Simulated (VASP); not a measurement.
# CdF2 (Fm-3m) in VASP: notebook, part 2 of 2

VASP 6.6.1. The steps go on from the part before.

**3. Single point, LDA (13.56 Å³/atom)**

This run uses another cell than the first one, of 13.56 Å³/atom.

Contents of INCAR:

```
SYSTEM = CdF2
ALGO = Normal ; EDIFF = 1E-6
ENCUT = 520 ; GGA = CA
ISIF = 2 ; ISMEAR = -1
LASPH = .True. ; LCHARG = .True.
LELF = .True. ; LREAL = .False.
LVHAR = .True. ; LWAVE = .False.
NBANDS = 20 ; NELM = 80
PREC = Accurate ; SIGMA = 0.02
```

Contents of KPOINTS:

```
k-points
0
Gamma
  8 8 8
  0 0 0
```

Contents of POSCAR:

```
CdF2
1.0
    0.0000000000      2.7294514339      2.7294514339
    2.7294514339      0.0000000000      2.7294514339
    2.7294514339      2.7294514339      0.0000000000
Cd F
1 2
Direct
    0.0000000000      0.0000000000      0.0000000000
    0.2500000000      0.2500000000      0.2500000000
    0.7500000000      0.7500000000      0.7500000000
```

Potentials or basis: VASP PAW LDA potentials, release 64 (Cd, F).

The run is started by

```
$ cat potpaw_LDA.64/Cd/POTCAR potpaw_LDA.64/F/POTCAR > POTCAR
$ mpirun -np 1 vasp_std > vasp.out
```

OUTCAR:

```text
SYSTEM = CdF2
   EDIFF = 1E-6
   ENCUT = 520
   GGA = CA
   ISIF = 2
   ISMEAR = -1
   LASPH = .True.
   LREAL = .False.
   NELM = 80
   PREC = Accurate

 ion  position               nearest neighbor table
   1  0.000  0.000  0.000-   3 2.36   3 2.36   3 2.36   2 2.36   3 2.36   2 2.36   2 2.36   2 2.36

   2  0.250  0.250  0.250-   1 2.36   1 2.36   1 2.36   1 2.36
   3  0.750  0.750  0.750-   1 2.36   1 2.36   1 2.36   1 2.36

  LATTYP: Found a face centered cubic cell.
 ALAT       =     5.4589028678

  Lattice vectors:

 A1 = (   0.0000000000,   2.7294514339,   2.7294514339)
 A2 = (   2.7294514339,   0.0000000000,   2.7294514339)
 A3 = (   2.7294514339,   2.7294514339,   0.0000000000)

Analysis of symmetry for initial positions (statically):
=====================================================================
 Subroutine PRICEL returns:
 Original cell was already a primitive cell.

 Routine SETGRP: Setting up the symmetry group for a
 face centered cubic supercell.

 Subroutine GETGRP returns: Found 48 space group operations
 (whereof 48 operations were pure point group operations)
 out of a pool of 48 trial point group operations.

[... 162 lines left out ...]
  energy without entropy =      -12.65385983  energy(sigma->0) =      -12.65385983

 E-fermi :  -1.4279     XC(G=0): -10.9167

 val. band max:       -1.9568827088   @ k =  -0.2500   0.5000   0.2500
 cond. band min:       0.7049084563   @ k =   0.0000   0.0000   0.0000
 fundamental gap:      2.6617911651
 Fermi energy:        -1.4279285750

 k-point     1 :       0.0000    0.0000    0.0000
  band No.  band energies     occupation
      1     -22.1860      2.00000
      2     -21.1160      2.00000
      3      -7.4780      2.00000
      4      -7.4780      2.00000
      5      -7.4780      2.00000
      6      -6.3648      2.00000
[... 541 lines left out ...]
     19      16.0894      0.00000
     20      19.6272      0.00000

 [... further k-points ...]

------------------------ aborting loop because EDIFF is reached ----------------------------------------

  FORCE on cell =-STRESS in cart. coord.  units (eV):
  Direction    XX          YY          ZZ          XY          YZ          ZX
  --------------------------------------------------------------------------------------
  -------------------------------------------------------------------------------------
  Total       -2.1287839     -2.1287839     -2.1287839     -0.0000000      0.0000000      0.0000000
  in kB      -83.8660218    -83.8660218    -83.8660218     -0.0000000      0.0000000      0.0000000
  external PRESSURE =     -83.8660218 kB  Pullay stress =       0.0000000 kB

 VOLUME and BASIS-vectors are now :
 -----------------------------------------------------------------------------
  energy-cutoff  :      520.00
  volume of cell :       40.67
      direct lattice vectors                 reciprocal lattice vectors
     0.000000000  2.729451434  2.729451434    -0.183186993  0.183186993  0.183186993
     2.729451434  0.000000000  2.729451434     0.183186993 -0.183186993  0.183186993
     2.729451434  2.729451434  0.000000000     0.183186993  0.183186993 -0.183186993

 POSITION                                       TOTAL-FORCE (eV/Angst)
 -----------------------------------------------------------------------------------
      0.00000      0.00000      0.00000         0.000000     -0.000000      0.000000
      1.36473      1.36473      1.36473         0.000000      0.000000     -0.000000
      4.09418      4.09418      4.09418        -0.000000     -0.000000      0.000000
 -----------------------------------------------------------------------------------
    total drift:                                0.000000     -0.000000      0.000000

  FREE ENERGIE OF THE ION-ELECTRON SYSTEM (eV)
  ---------------------------------------------------
  free  energy   TOTEN  =       -12.6538598346 eV

  energy  without entropy=      -12.6538598346  energy(sigma->0) =      -12.65385983
```

OSZICAR:

```text
N       E                     dE             d eps       ncg     rms          rms(c)
DAV:   1     0.194145936978E+03    0.19415E+03   -0.15304E+04  1200   0.131E+03
DAV:   2    -0.589878993027E+01   -0.20004E+03   -0.19176E+03  1256   0.341E+02
DAV:   3    -0.142379602683E+02   -0.83392E+01   -0.83150E+01  1332   0.768E+01
DAV:   4    -0.142735853275E+02   -0.35625E-01   -0.35623E-01  1252   0.520E+00
DAV:   5    -0.142737130541E+02   -0.12773E-03   -0.12773E-03  1320   0.284E-01    0.938E+00
DAV:   6    -0.126856601687E+02    0.15881E+01   -0.36693E+00  1492   0.372E+01    0.708E+00
DAV:   7    -0.126936795822E+02   -0.80194E-02   -0.74325E-01  1184   0.782E+00    0.399E+00
DAV:   8    -0.126633786106E+02    0.30301E-01   -0.15997E-01  1232   0.344E+00    0.748E-01
DAV:   9    -0.126536038395E+02    0.97748E-02   -0.30398E-02  1428   0.201E+00    0.104E-01
DAV:  10    -0.126538419181E+02   -0.23808E-03   -0.29065E-03  1200   0.586E-01    0.831E-02
DAV:  11    -0.126538778139E+02   -0.35896E-04   -0.19153E-04  1372   0.201E-01    0.508E-02
DAV:  12    -0.126538593552E+02    0.18459E-04   -0.81459E-05  1196   0.859E-02    0.759E-03
DAV:  13    -0.126538598346E+02   -0.47938E-06   -0.64104E-06  1264   0.228E-02
   1 F= -.12653860E+02 E0= -.12653860E+02  d E =-.623253E-13
```

Wall time 42 s (1 thread of AMD EPYC 7R13, shared host); peak memory 0.13 GiB.

Results:

| Item | Value |
| --- | --- |
| Free energy | -12.6539 eV |
| Pressure | -8.4 GPa |
| Band gap on the k mesh | 2.66 eV (least direct gap 3.19 eV) |

Caveat: the cell stands under tension.
